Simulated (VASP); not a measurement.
# Ti2O in VASP: a series of runs

Runs on Ti2O. Level: PBEsol. Tasks: single point.

All numbers are computed with VASP 6.6.1; they aren't measurements. Logs are shortened: lines on timing, memory, paths and dates and some standing lists are left out, and cuts for length are marked.

## Step 1: The cell of the first run

The typed cell holds 3 atoms: a = 2.944 Å, b = 2.921 Å, c = 4.708 Å, α = 88.48°, β = 91.82°, γ = 119.47°.

## Step 2: Single point, PBEsol

File INCAR:

```
ALGO = Normal
EDIFF = 1E-6
ENCUT = 520
GGA = PS
ISIF = 2
ISMEAR = 0
LASPH = T
LCHARG = T
LELF = T
LREAL = F
LVHAR = T
LWAVE = F
NBANDS = 22
NELM = 80
PREC = Accurate
SIGMA = 0.1
```

File KPOINTS:

```
k-points
0
Gamma
  8 8 4
```

File POSCAR:

```
Ti2O
1.0
    2.9432780955      0.0201131738     -0.0466091727
   -1.4542205283      2.5333845928      0.0388784197
   -0.0752446324      0.0290314697      4.7072549871
Ti O
2 1
Direct
    0.6755482196      0.3348340732      0.2828520726
    0.3249469338      0.6615028209      0.7101950052
    0.0014606901     -0.0158981989     -0.0027680215
```

Potentials or basis: VASP PAW PBE potentials, release 64 (Ti_sv, O).

The run is started by

```sh
$ cat potpaw_PBE.64/Ti_sv/POTCAR potpaw_PBE.64/O/POTCAR > POTCAR
$ mpirun -np 1 vasp_std > vasp.out
```

OUTCAR:

```text
EDIFF = 1E-6
   ENCUT = 520
   GGA = PS
   ISIF = 2
   ISMEAR = 0
   LASPH = T
   LREAL = F
   NELM = 80
   PREC = Accurate

 ion  position               nearest neighbor table
   1  0.676  0.335  0.283-   3 2.12   3 2.17   3 2.21   2 2.58   2 2.63   2 2.69
   2  0.325  0.662  0.710-   3 2.16   3 2.17   3 2.18   1 2.58   1 2.63   1 2.69
   3  0.001  0.984  0.997-   1 2.12   2 2.16   1 2.17   2 2.17   2 2.18   1 2.21

  LATTYP: Found a triclinic cell.
 ALAT       =     2.9437158324
 B/A-ratio  =     0.9924033716
 C/A-ratio  =     1.5993207614
 COS(alpha) =     0.0266098687
 COS(beta)  =     0.0317690915
 COS(gamma) =     0.4920014989

  Lattice vectors:

 A1 = (   2.9432780955,   0.0201131738,  -0.0466091727)
 A2 = (   1.4542205283,  -2.5333845928,  -0.0388784197)
 A3 = (   0.0752446324,  -0.0290314697,  -4.7072549871)

Analysis of symmetry for initial positions (statically):
=====================================================================
 Subroutine PRICEL returns:
 Original cell was already a primitive cell.

 Routine SETGRP: Setting up the symmetry group for a
 triclinic supercell.

 Subroutine GETGRP returns: Found  1 space group operations
 (whereof  1 operations were pure point group operations)
 out of a pool of  2 trial point group operations.

The static configuration has the point symmetry C_1 .

Analysis of symmetry for dynamics (positions and initial velocities):
=====================================================================
 Subroutine PRICEL returns:
 Original cell was already a primitive cell.

 Routine SETGRP: Setting up the symmetry group for a
 triclinic supercell.

 Subroutine GETGRP returns: Found  1 space group operations
 (whereof  1 operations were pure point group operations)
 out of a pool of  2 trial point group operations.

The dynamic configuration has the point symmetry C_1 .

 Subroutine INISYM returns: Found  1 space group operations
 (whereof  1 operations are pure point group operations),
 and found     1 'primitive' translations

----------------------------------------------------------------------------------------

                                     Primitive cell

  volume of cell :      35.2268

  direct lattice vectors                    reciprocal lattice vectors
[... 84 lines left out ...]
   LNONCOLLINEAR =      F non collinear calculations
   LSORBIT =      F    spin-orbit coupling
   LASPH  =      T    aspherical Exc in radial PAW
   ENCUT  =  520.0 eV  38.22 Ry    6.18 a.u.   5.47  5.43  8.75*2*pi/ulx,y,z
   NELM   =     80;   NELMIN=  2; NELMDL= -5     # of ELM steps
   EDIFF  = 0.1E-05   stopping-criterion for ELM
   LREAL  =      F    real-space projection
   EDIFFG = 0.1E-04   stopping-criterion for IOM
   NSW    =      0    number of steps for IOM
   IBRION =     -1    ionic relax: 0-MD 1-quasi-New 2-CG
   NFREE  =      0    steps in history (QN), initial steepest desc. (CG)
   ISIF   =      2    stress and relaxation
   ISYM   =      2    0-nonsym 1-usesym 2-fastsym
   POTIM  = 0.5000    time-step for ionic-motion
   TEBEG  =    0.0;   TEEND  =   0.0 temperature during run
   PSTRESS=    0.0 pullay stress
   NELECT =      30.0000    total number of electrons
   NUPDOWN=      -1.0000    fix difference up-down
   EMIN   =  10.00;   EMAX   =-10.00  energy-range for DOS
   EFERMI =   0.00;   METHOD = LEGACY
   ISMEAR =     0;   SIGMA  =   0.10  broadening in eV -4-tet -1-fermi 0-gaus
   EFERMI_NEDOS =   21; number of points for ismear=-14 and -15
   IALGO  =     38    algorithm
   IMIX   =      4    mixing-type and parameters
     AMIX     =   0.40;   BMIX     =  1.00
     AMIX_MAG =   1.60;   BMIX_MAG =  1.00
  volume/ion in A,a.u.               =      11.74        79.24
  Fermi-wavevector in a.u.,A,eV,Ry     =   1.551758  2.932398 32.762204  2.407954
  Thomas-Fermi vector in A             =   2.656232
   LORBIT       =      0    0 simple, 1 ext, 2 COOP (PROOUT), +10 PAW based schemes
   GGA     = PS    functional components
   LHFCALC =     F    Hartree Fock is set to
   AEXX    =    0.0000 exact exchange contribution
   IVDW    =     0    specifies the selected vdW correction
   LEPSILON=     F    determine dielectric tensor
   LRPA    =     F    only Hartree local field effects (RPA)
 non-spin polarized calculation
 Gauss-broadening in eV      SIGMA  =   0.10
  energy-cutoff  :      520.00
  volume of cell :       35.23
 maximum number of plane-waves:       972
 NGX is ok and might be reduce to    24
   NGX = 11   NGY = 11   NGZ = 17

 number of electron      30.0000000 magnetization

 Free energy of the ion-electron system (eV)
  ---------------------------------------------------
  ext. energy  EPLUGINS =         0.00000000
  ---------------------------------------------------
  free energy    TOTEN  =       -27.36833026 eV

  energy without entropy =      -27.36268294  energy(sigma->0) =      -27.36550660

 E-fermi :  10.2107     XC(G=0): -12.6403

 val. band max:       10.2048508662   @ k =   0.3750   0.1250   0.5000
 cond. band min:      10.2140377492   @ k =   0.0000  -0.1250   0.2500
 fundamental gap:      0.0091868830
 Fermi energy:        10.2107088457

 k-point     1 :       0.0000    0.0000    0.0000
  band No.  band energies     occupation
      1     -46.8205      2.00000
      2     -46.6074      2.00000
      3     -23.6568      2.00000
      4     -22.9046      2.00000
      5     -22.8541      2.00000
      6     -22.7468      2.00000
[... 589 lines left out ...]
     21      13.2613      0.00000
     22      14.5624      0.00000

 [... further k-points ...]

------------------------ aborting loop because EDIFF is reached ----------------------------------------

  FORCE on cell =-STRESS in cart. coord.  units (eV):
  Direction    XX          YY          ZZ          XY          YZ          ZX
  --------------------------------------------------------------------------------------
  -------------------------------------------------------------------------------------
  Total       -0.3120608     -0.0474285      2.1758346      0.0115778     -0.3064661      0.7334739
  in kB      -14.1930709     -2.1571308     98.9607577      0.5265766    -13.9386144     33.3596751
  external PRESSURE =      27.5368520 kB  Pullay stress =       0.0000000 kB

 VOLUME and BASIS-vectors are now :
 -----------------------------------------------------------------------------
  energy-cutoff  :      520.00
  volume of cell :       35.23
      direct lattice vectors                 reciprocal lattice vectors
     2.943278096  0.020113174 -0.046609173     0.338496581  0.194240104  0.004212853
    -1.454220528  2.533384593  0.038878420    -0.002726075  0.393201910 -0.002468605
    -0.075244632  0.029031470  4.707254987     0.003374160 -0.001324275  0.212500138

 POSITION                                       TOTAL-FORCE (eV/Angst)
 -----------------------------------------------------------------------------------
      1.48012      0.87006      1.31299        -0.050234     -0.174979     -2.132804
     -0.05900      1.70299      3.35364         0.197524     -0.064181      2.195526
     -1.50184      2.52209      4.73242        -0.147290      0.239160     -0.062722
 -----------------------------------------------------------------------------------
    total drift:                               -0.000125      0.000177      0.000437

  FREE ENERGIE OF THE ION-ELECTRON SYSTEM (eV)
  ---------------------------------------------------
  free  energy   TOTEN  =       -27.3683302647 eV

  energy  without entropy=      -27.3626829423  energy(sigma->0) =      -27.36550660
```

stdout:

```text
POSCAR found type information on POSCAR TiO
 POSCAR found :  2 types and       3 ions
 scaLAPACK will be used
 -----------------------------------------------------------------------------
|                                                                             |
|                                                                             |
|     You enforced a specific xc type in the INCAR file but a different       |
|     I HOPE YOU KNOW WHAT YOU ARE DOING!                                     |
|                                                                             |
 -----------------------------------------------------------------------------

 LDA part: xc-table for (Slater+PW92), standard interpolation
 POSCAR, INCAR and KPOINTS ok, starting setup
 FFT: planning ... GRIDC
 FFT: planning ... GRID_SOFT
 FFT: planning ... GRID
 WAVECAR not read
 entering main loop
```

It took 90 s on 1 thread of Intel Xeon Platinum 8375C at 2.90GHz (Ice Lake), shared host; peak memory 0.22 GiB.

Results:

```
Free energy            : -27.3683 eV
Pressure               : 2.8 GPa
Largest force          : 2.205 eV/Å
Band gap on the k mesh : zero (band 15 reaches 10.34 eV, above the bottom of band 16 at 9.74 eV)
```

Forces in eV/Å, atoms in the order of the input:
```
Ti  -0.050 -0.175 -2.133
Ti   0.198 -0.064  2.196
O   -0.147  0.239 -0.063
```

Levels at points of the mesh, in eV from the Fermi level:
| k point | band 11 | band 12 | band 13 | band 14 | band 15 | band 16 | band 17 | band 18 | band 19 | band 20 |
| --- | --- | --- | --- | --- | --- | --- | --- | --- | --- | --- |
| (0.00, 0.00, 0.00) | -5.58 | -5.44 | -3.83 | -0.70 | 0.13 | 0.28 | 0.50 | 0.62 | 0.76 | 1.23 |
| (0.50, 0.00, 0.00) | -6.77 | -6.01 | -2.92 | -1.43 | -0.67 | 1.08 | 1.48 | 2.72 | 2.88 | 2.99 |
| (0.00, 0.50, 0.00) | -6.78 | -6.06 | -2.96 | -1.48 | -0.60 | 1.07 | 1.50 | 2.78 | 2.92 | 2.96 |
| (0.50, 0.50, 0.00) | -6.82 | -6.19 | -2.97 | -1.57 | -0.39 | 1.29 | 1.51 | 2.78 | 2.97 | 3.00 |
| (0.00, 0.00, 0.50) | -5.70 | -5.55 | -2.24 | -1.55 | -0.13 | 0.03 | 1.34 | 1.72 | 1.80 | 2.00 |
| (0.50, 0.00, 0.50) | -6.81 | -5.90 | -1.66 | -1.52 | -0.86 | -0.47 | 0.64 | 2.84 | 2.88 | 3.06 |
| (0.00, 0.50, 0.50) | -6.80 | -5.94 | -1.70 | -1.56 | -0.89 | -0.36 | 0.57 | 2.83 | 2.90 | 3.08 |
| (0.50, 0.50, 0.50) | -6.82 | -6.06 | -1.68 | -1.60 | -0.84 | -0.26 | 0.43 | 2.81 | 2.97 | 3.03 |

Caveat: the PAW data sets were made with another functional, which shifts forces and pressure a little.

## Step 3: Single point, PBEsol

This run uses another cell than the first one, of 11.60 Å³/atom, 0.988 times its volume.

File INCAR:

```
SYSTEM = Ti2O
ALGO = Normal
EDIFF = 1E-7
ENCUT = 520
GGA = PS
ISIF = 2
ISMEAR = 0
LASPH = .True.
LCHARG = .False.
LREAL = .False.
LWAVE = .False.
NBANDS = 22
NELM = 60
PREC = Accurate
SIGMA = 0.1
```

File KPOINTS:

```
k-points
0
Gamma
  18 18 8
  0 0 0
```

File POSCAR:

```
Ti2O
1.0
    2.9193980238      0.0000000000      0.0000000000
   -1.4596990119      2.5282728524      0.0000000000
    0.0000000000      0.0000000000      4.7130000000
Ti O
2 1
Direct
    0.6666666667      0.3333333333      0.2787400000
    0.3333333333      0.6666666667      0.7212600000
    0.0000000000      0.0000000000      0.0000000000
```

Potentials or basis: VASP PAW PBE potentials, release 64 (Ti_sv, O).

The run is started by

```sh
$ cat potpaw_PBE.64/Ti_sv/POTCAR potpaw_PBE.64/O/POTCAR > POTCAR
$ mpirun -np 1 vasp_std > vasp.out
```

Wall time 3 min (1 thread of Intel Xeon Platinum 8375C at 2.90GHz (Ice Lake), shared host); peak memory 0.3 GiB.

Results (log left out):

```
Free energy            : -27.5180 eV
Pressure               : 4.7 GPa
Largest force          : 1.279 eV/Å
Band gap on the k mesh : zero (band 15 reaches 10.79 eV, above the bottom of band 16 at 9.87 eV)
```

Forces on the atoms (eV/Å):
```
Ti   0.000  0.000 -1.279
Ti   0.000  0.000  1.279
O    0.000  0.000  0.000
```

Stress tensor (GPa, compression positive):
```
3.09 0.00 0.00
0.00 3.09 0.00
0.00 0.00 7.81
```

Levels at points of the mesh, in eV from the Fermi level:
```tsv
k point	band 11	band 12	band 13	band 14	band 15	band 16	band 17	band 18	band 19	band 20
(0.00, 0.00, 0.00)	-5.78	-5.78	-3.75	-0.44	0.33	0.42	0.42	0.92	0.92	1.33
(0.50, 0.00, 0.00)	-6.96	-6.32	-2.88	-1.41	-0.48	1.22	1.66	2.95	3.04	3.11
(0.00, 0.00, 0.50)	-5.88	-5.88	-2.05	-1.61	0.06	0.06	1.40	1.96	1.96	2.32
(0.50, 0.00, 0.50)	-6.99	-6.21	-1.65	-1.44	-0.65	-0.45	0.78	2.94	3.06	3.23
```

Caveat: the PAW data sets were made with another functional, which shifts forces and pressure a little.
